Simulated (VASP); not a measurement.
# Ca (Fm-3m) in VASP: single point with PBEsol

Aim: the single point of Ca with PBEsol.

Program: VASP 6.6.1. These are calculated values, not measurements. Logs are shortened: lines on timing, memory, paths and dates and some standing lists are left out, and cuts for length are marked.

### Step 1. The cell of the first run

The structure is cubic, space group Fm-3m (No. 225). Conventional cell: a = 5.456 Å, b = 5.456 Å, c = 5.456 Å, α = 90.00°, β = 90.00°, γ = 90.00°. Ca (site symmetry m-3m) has 12 Ca at 3.86 Å within 5.1 Å.

### Step 2. Single point, PBEsol

INCAR

```
SYSTEM = Ca
  ALGO = Normal
  EDIFF = 1E-7
  ENCUT = 520
  GGA = PS
  ISIF = 2
  ISMEAR = -1
  LASPH = .True.
  LCHARG = .True.
  LELF = .True.
  LREAL = .False.
  LVHAR = .True.
  LWAVE = .False.
  NBANDS = 11
  NELM = 100
  PREC = Accurate
  SIGMA = 0.08
```

KPOINTS

```
k-points
0
Gamma
  18 18 18
  0 0 0
```

POSCAR

```
Ca
1.0
    0.0000000000      2.7277947340      2.7277947340
    2.7277947340      0.0000000000      2.7277947340
    2.7277947340      2.7277947340      0.0000000000
Ca
1
Direct
    0.0000000000      0.0000000000      0.0000000000
```

Potentials or basis: VASP PAW PBE potentials, release 64 (Ca_sv).

Command:

```bash
$ cat potpaw_PBE.64/Ca_sv/POTCAR > POTCAR
$ mpirun -np 1 vasp_std > vasp.out
```

OUTCAR:

```text
SYSTEM = Ca
   EDIFF = 1E-7
   ENCUT = 520
   GGA = PS
   ISIF = 2
   ISMEAR = -1
   LASPH = .True.
   LREAL = .False.
   NELM = 100
   PREC = Accurate

 ion  position               nearest neighbor table
   1  0.000  0.000  0.000-

  LATTYP: Found a face centered cubic cell.
 ALAT       =     5.4555894680

  Lattice vectors:

 A1 = (   0.0000000000,   2.7277947340,   2.7277947340)
 A2 = (   2.7277947340,   0.0000000000,   2.7277947340)
 A3 = (   2.7277947340,   2.7277947340,   0.0000000000)

Analysis of symmetry for initial positions (statically):
=====================================================================
 Subroutine PRICEL returns:
 Original cell was already a primitive cell.

 Routine SETGRP: Setting up the symmetry group for a
 face centered cubic supercell.

 Subroutine GETGRP returns: Found 48 space group operations
 (whereof 48 operations were pure point group operations)
 out of a pool of 48 trial point group operations.

The static configuration has the point symmetry O_h .

Analysis of symmetry for dynamics (positions and initial velocities):
=====================================================================
 Subroutine PRICEL returns:
 Original cell was already a primitive cell.

 Routine SETGRP: Setting up the symmetry group for a
 face centered cubic supercell.

 Subroutine GETGRP returns: Found 48 space group operations
 (whereof 48 operations were pure point group operations)
 out of a pool of 48 trial point group operations.

The dynamic configuration has the point symmetry O_h .

 Subroutine INISYM returns: Found 48 space group operations
 (whereof 48 operations are pure point group operations),
 and found     1 'primitive' translations

----------------------------------------------------------------------------------------

                                     Primitive cell

  volume of cell :      40.5943

  direct lattice vectors                    reciprocal lattice vectors
     0.000000000  2.727794734  2.727794734    -0.183298250  0.183298250  0.183298250
     2.727794734  0.000000000  2.727794734     0.183298250 -0.183298250  0.183298250
     2.727794734  2.727794734  0.000000000     0.183298250  0.183298250 -0.183298250

  length of vectors
     3.857684308  3.857684308  3.857684308     0.317481881  0.317481881  0.317481881

  position of ions in fractional coordinates (direct lattice)
[... 81 lines left out ...]
   IBRION =     -1    ionic relax: 0-MD 1-quasi-New 2-CG
   NFREE  =      0    steps in history (QN), initial steepest desc. (CG)
   ISIF   =      2    stress and relaxation
   ISYM   =      2    0-nonsym 1-usesym 2-fastsym
   POTIM  = 0.5000    time-step for ionic-motion
   TEBEG  =    0.0;   TEEND  =   0.0 temperature during run
   PSTRESS=    0.0 pullay stress
   NELECT =      10.0000    total number of electrons
   NUPDOWN=      -1.0000    fix difference up-down
   EMIN   =  10.00;   EMAX   =-10.00  energy-range for DOS
   EFERMI =   0.00;   METHOD = LEGACY
   ISMEAR =    -1;   SIGMA  =   0.08  broadening in eV -4-tet -1-fermi 0-gaus
   EFERMI_NEDOS =   21; number of points for ismear=-14 and -15
   IALGO  =     38    algorithm
   IMIX   =      4    mixing-type and parameters
     AMIX     =   0.40;   BMIX     =  1.00
     AMIX_MAG =   1.60;   BMIX_MAG =  1.00
  volume/ion in A,a.u.               =      40.59       273.94
  Fermi-wavevector in a.u.,A,eV,Ry     =   1.026250  1.939331 14.329506  1.053189
  Thomas-Fermi vector in A             =   2.160133
   LORBIT       =      0    0 simple, 1 ext, 2 COOP (PROOUT), +10 PAW based schemes
   GGA     = PS    functional components
   LHFCALC =     F    Hartree Fock is set to
   AEXX    =    0.0000 exact exchange contribution
   IVDW    =     0    specifies the selected vdW correction
   LEPSILON=     F    determine dielectric tensor
   LRPA    =     F    only Hartree local field effects (RPA)
 non-spin polarized calculation
  energy-cutoff  :      520.00
  volume of cell :       40.59
 maximum number of plane-waves:      1113
 NGX is ok and might be reduce to    30
   NGX = 15   NGY = 15   NGZ = 15

 number of electron      10.0000002 magnetization

 Free energy of the ion-electron system (eV)
  ---------------------------------------------------
  ext. energy  EPLUGINS =         0.00000000
  ---------------------------------------------------
  free energy    TOTEN  =        -2.14750644 eV

  energy without entropy =       -2.12096153  energy(sigma->0) =       -2.13423399

 E-fermi :   2.0435     XC(G=0):  -7.9339

 val. band max:        2.0429029539   @ k =  -0.3333   0.4444   0.2222
 cond. band min:       2.0441816275   @ k =  -0.4444   0.0556   0.0000
 fundamental gap:      0.0012786736
 Fermi energy:         2.0435070477

 k-point     1 :       0.0000    0.0000    0.0000
  band No.  band energies     occupation
      1     -39.7036      2.00000
      2     -20.6904      2.00000
      3     -20.6904      2.00000
      4     -20.6904      2.00000
      5      -2.0588      2.00000
      6       4.4234      0.00000
      7       4.4234      0.00000
      8       4.4234      0.00000
      9       5.5537      0.00000
     10       5.5537      0.00000
     11      11.3407      0.00000
[... 309 lines left out ...]
 k-point    24 :      -0.2222    0.0556    0.0000
  band No.  band energies     occupation
      1     -39.6954      2.00000
      2     -20.7684      2.00000
      3     -20.7063      2.00000
      4     -20.6993      2.00000
      5      -1.0339      2.00000
      6       3.5187      0.00000
      7       4.5116      0.00000
      8       4.6278      0.00000
      9       5.3724      0.00000
     10       5.7000      0.00000
     11       9.8666      0.00000

 [... further k-points ...]

------------------------ aborting loop because EDIFF is reached ----------------------------------------

  FORCE on cell =-STRESS in cart. coord.  units (eV):
  Direction    XX          YY          ZZ          XY          YZ          ZX
  --------------------------------------------------------------------------------------
  -------------------------------------------------------------------------------------
  Total        0.0027418      0.0027418      0.0027418     -0.0000000      0.0000000      0.0000000
  in kB        0.1082144      0.1082144      0.1082144     -0.0000000      0.0000000      0.0000000
  external PRESSURE =       0.1082144 kB  Pullay stress =       0.0000000 kB

 VOLUME and BASIS-vectors are now :
 -----------------------------------------------------------------------------
  energy-cutoff  :      520.00
  volume of cell :       40.59
      direct lattice vectors                 reciprocal lattice vectors
     0.000000000  2.727794734  2.727794734    -0.183298250  0.183298250  0.183298250
     2.727794734  0.000000000  2.727794734     0.183298250 -0.183298250  0.183298250
     2.727794734  2.727794734  0.000000000     0.183298250  0.183298250 -0.183298250

 POSITION                                       TOTAL-FORCE (eV/Angst)
 -----------------------------------------------------------------------------------
      0.00000      0.00000      0.00000         0.000000      0.000000      0.000000
 -----------------------------------------------------------------------------------
    total drift:                               -0.000000     -0.000000      0.000000

  FREE ENERGIE OF THE ION-ELECTRON SYSTEM (eV)
  ---------------------------------------------------
  free  energy   TOTEN  =        -2.1475064440 eV

  energy  without entropy=       -2.1209615331  energy(sigma->0) =       -2.13423399
```

Wall time 2.5 min (1 thread of Intel Xeon 8259CL, shared host); peak memory 0.23 GiB.

What came out:

- Free energy: -2.1475 eV
- Pressure: 0.0 GPa
- Band gap on the k mesh: zero (bands 5 and 6 overlap by 0.27 eV)

Caveat: the PAW data sets were made with another functional, which shifts forces and pressure a little.
